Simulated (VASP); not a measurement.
# Mg2Cd3O5 (I4/mmm) in VASP: a series of runs, part 2 of 2

VASP 6.6.1.

## Step 3: Single point, PBE

This run uses another cell than the first one, of 12.26 Å³/atom.

Input file INCAR:

```
SYSTEM = Mg2Cd3O5
PREC = Accurate
ENCUT = 520
EDIFF = 1E-7
ISMEAR = 0
SIGMA = 0.1
LREAL = .FALSE.
LASPH = .TRUE.
NELM = 60
ALGO = Normal
ISIF = 2
LWAVE = .FALSE.
LCHARG = .FALSE.
GGA = PE
NBANDS = 46
```

Input file KPOINTS:

```
regular mesh
0
G
  8 8 8
  0 0 0
```

Input file POSCAR:

```
Mg2Cd3O5
1.0
   -1.6334566927      1.6334566927     11.4849524688
    1.6334566927     -1.6334566927     11.4849524688
    1.6334566927      1.6334566927    -11.4849524688
Mg Cd O
2 3 5
Direct
    0.9023298515      0.9023298515      0.0000000000
    0.0976701485      0.0976701485      0.0000000000
    0.6987693414      0.6987693414      0.0000000000
    0.3012306586      0.3012306586      0.0000000000
    0.5000000000      0.5000000000      0.0000000000
    0.8073444256      0.8073444256      0.0000000000
    0.4012087252      0.4012087252      0.0000000000
    0.0000000000      0.0000000000      0.0000000000
    0.5987912748      0.5987912748      0.0000000000
    0.1926555744      0.1926555744      0.0000000000
```

Potentials or basis: VASP PAW PBE potentials, release 64 (Mg, Cd, O).

Launch:

```bash
$ cat potpaw_PBE.64/Mg/POTCAR potpaw_PBE.64/Cd/POTCAR potpaw_PBE.64/O/POTCAR > POTCAR
$ mpirun -np 1 vasp_std > vasp.out
```

OUTCAR:

```text
SYSTEM = Mg2Cd3O5
   PREC = Accurate
   ENCUT = 520
   EDIFF = 1E-7
   ISMEAR = 0
   LREAL = .FALSE.
   LASPH = .TRUE.
   NELM = 60
   ISIF = 2
   GGA = PE

 ion  position               nearest neighbor table
   1  0.902  0.902  0.000-   6 2.18   8 2.24   7 2.31   7 2.31   7 2.31   7 2.31   5 3.22   5 3.22
                             5 3.22   5 3.22   4 3.28   4 3.28   4 3.28   4 3.28
   2  0.098  0.098  0.000-  10 2.18   8 2.24   9 2.31   9 2.31   9 2.31   9 2.31   5 3.22   5 3.22
                             5 3.22   5 3.22   3 3.28   3 3.28   3 3.28   3 3.28
   3  0.699  0.699  0.000-   9 2.30  10 2.31  10 2.31  10 2.31  10 2.31   6 2.49   2 3.28   2 3.28
                             2 3.28   2 3.28   4 3.30   4 3.30   4 3.30   4 3.30
   4  0.301  0.301  0.000-   7 2.30   6 2.31   6 2.31   6 2.31   6 2.31  10 2.49   1 3.28   1 3.28
                             1 3.28   1 3.28   3 3.30   3 3.30   3 3.30   3 3.30
   5  0.500  0.500  0.000-   7 2.27   9 2.27   8 2.31   8 2.31   8 2.31   8 2.31   2 3.22   2 3.22
                             1 3.22   1 3.22   1 3.22   2 3.22   1 3.22   2 3.22
   6  0.807  0.807  0.000-   1 2.18   4 2.31   4 2.31   4 2.31   4 2.31   3 2.49
   7  0.401  0.401  0.000-   5 2.27   4 2.30   1 2.31   1 2.31   1 2.31   1 2.31
   8  0.000  0.000  0.000-   1 2.24   2 2.24   5 2.31   5 2.31   5 2.31   5 2.31
[... 1390 lines left out ...]

  FORCE on cell =-STRESS in cart. coord.  units (eV):
  Direction    XX          YY          ZZ          XY          YZ          ZX
  --------------------------------------------------------------------------------------
  -------------------------------------------------------------------------------------
  Total        0.6495430      0.6495430      0.5717265      0.0000000     -0.0000000      0.0000000
  in kB        8.4901248      8.4901248      7.4729910      0.0000000     -0.0000000      0.0000000
  external PRESSURE =       8.1510802 kB  Pullay stress =       0.0000000 kB

 VOLUME and BASIS-vectors are now :
 -----------------------------------------------------------------------------
  energy-cutoff  :      520.00
  volume of cell :      122.58
      direct lattice vectors                 reciprocal lattice vectors
    -1.633456693  1.633456693 11.484952469     0.000000000  0.306099330  0.043535226
     1.633456693 -1.633456693 11.484952469     0.306099330  0.000000000  0.043535226
     1.633456693  1.633456693-11.484952469     0.306099330  0.306099330  0.000000000

 POSITION                                       TOTAL-FORCE (eV/Angst)
 -----------------------------------------------------------------------------------
      0.00000      0.00000     20.72643         0.000000      0.000000      0.001627
      0.00000      0.00000      2.24347         0.000000      0.000000     -0.001627
      0.00000      0.00000     16.05067        -0.000000     -0.000000      0.037797
      0.00000      0.00000      6.91924         0.000000      0.000000     -0.037797
      0.00000      0.00000     11.48495         0.000000      0.000000      0.000000
      0.00000      0.00000     18.54462         0.000000      0.000000      0.036571
      0.00000      0.00000      9.21573        -0.000000      0.000000      0.002717
      0.00000      0.00000      0.00000         0.000000      0.000000      0.000000
      0.00000      0.00000     13.75418         0.000000      0.000000     -0.002717
      0.00000      0.00000      4.42528        -0.000000     -0.000000     -0.036571
 -----------------------------------------------------------------------------------
    total drift:                                0.000000      0.000000     -0.000000

  FREE ENERGIE OF THE ION-ELECTRON SYSTEM (eV)
  ---------------------------------------------------
  free  energy   TOTEN  =       -45.8625472416 eV

  energy  without entropy=      -45.8619952072  energy(sigma->0) =      -45.86227122
```

OSZICAR:

```text
N       E                     dE             d eps       ncg     rms          rms(c)
DAV:   1     0.559162553865E+03    0.55916E+03   -0.36546E+04  5428   0.150E+03
DAV:   2    -0.124940525016E+02   -0.57166E+03   -0.54641E+03  5906   0.388E+02
DAV:   3    -0.544844777403E+02   -0.41990E+02   -0.41611E+02  6378   0.110E+02
DAV:   4    -0.549386562897E+02   -0.45418E+00   -0.45343E+00  6168   0.122E+01
DAV:   5    -0.549411202414E+02   -0.24640E-02   -0.24637E-02  6038   0.856E-01    0.218E+01
DAV:   6    -0.457375516194E+02    0.92036E+01   -0.31787E+01  8284   0.626E+01    0.174E+01
DAV:   7    -0.460137634638E+02   -0.27621E+00   -0.55743E+00  5708   0.142E+01    0.104E+01
DAV:   8    -0.459537199068E+02    0.60044E-01   -0.13083E+00  6006   0.629E+00    0.308E+00
DAV:   9    -0.458635818599E+02    0.90138E-01   -0.21400E-01  6876   0.333E+00    0.674E-01
DAV:  10    -0.458631231887E+02    0.45867E-03   -0.39124E-02  5662   0.107E+00    0.314E-01
DAV:  11    -0.458625977472E+02    0.52544E-03   -0.21957E-03  6300   0.261E-01    0.155E-01
DAV:  12    -0.458625245910E+02    0.73156E-04   -0.66562E-04  6292   0.150E-01    0.402E-02
DAV:  13    -0.458625477079E+02   -0.23117E-04   -0.13373E-04  6142   0.626E-02    0.184E-02
DAV:  14    -0.458625475936E+02    0.11438E-06   -0.18373E-05  6076   0.244E-02    0.863E-03
DAV:  15    -0.458625472148E+02    0.37873E-06   -0.24322E-06  6524   0.103E-02    0.233E-03
DAV:  16    -0.458625472416E+02   -0.26815E-07   -0.46317E-07  5160   0.424E-03
   1 F= -.45862547E+02 E0= -.45862271E+02  d E =-.552034E-03
```

It took 48 min on 1 thread of Intel Xeon 6975P-C (Granite Rapids), shared host; peak memory 1.4 GiB.

Results:

* Free energy: -45.8625 eV
* Pressure: 0.8 GPa
* Largest force: 0.038 eV/Å
* Band gap on the k mesh: 0.13 eV (least direct gap 1.39 eV)

Forces in eV/Å, atoms in the order of the input:
```
Mg   0.000  0.000  0.002
Mg   0.000  0.000 -0.002
Cd   0.000  0.000  0.038
Cd   0.000  0.000 -0.038
Cd   0.000  0.000  0.000
O    0.000  0.000  0.037
O    0.000  0.000  0.003
O    0.000  0.000  0.000
O    0.000  0.000 -0.003
O    0.000  0.000 -0.037
```

Caveat: semilocal functionals underestimate gaps, and a narrow one can read as zero. A k mesh can miss the band edges.
